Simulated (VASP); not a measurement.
**ZnSe: single point with LDA**

ZnSe:

```
CELL_PARAMETERS angstrom
0.00000 2.78367 2.78367
2.78367 0.00000 2.78367
2.78367 2.78367 0.00000
ATOMIC_POSITIONS crystal
Zn 0.00000 0.00000 0.00000
Se 0.25000 0.25000 0.25000
```

```json
{
 "Program": "VASP 6.6.1",
 "Task": "single point",
 "Functional": "LDA",
 "Potentials or basis": "VASP PAW LDA potentials, release 64 (Zn, Se)",
 "Cutoff": "500 eV",
 "k mesh": "8 × 8 × 8",
 "Occupations": "gaussian, width 0.02 eV",
 "Spin": "no spin polarisation"
}
```

```json
{
  "Pressure": "0.4 GPa",
  "Band gap on the k mesh": "1.29 eV"
}
```

Levels at points of the mesh, in eV from the valence-band top:
| k point | band 6 | band 7 | band 8 | band 9 | band 10 | band 11 | band 12 | band 13 |
| --- | --- | --- | --- | --- | --- | --- | --- | --- |
| (0.00, 0.00, 0.00) | -6.48 | 0.00 | 0.00 | 0.00 | 1.29 | 5.68 | 5.68 | 5.68 |
| (0.50, 0.00, 0.00) | -6.30 | -5.64 | -0.96 | -0.96 | 2.47 | 6.27 | 6.27 | 8.49 |
| (0.50, 0.50, 0.00) | -6.28 | -5.07 | -2.40 | -2.40 | 2.69 | 3.31 | 10.93 | 11.46 |

It took 13 s on 1 thread of Intel(R) Xeon(R) Platinum 8488C (Sapphire Rapids) (shared host), peak memory 0.15 GiB.
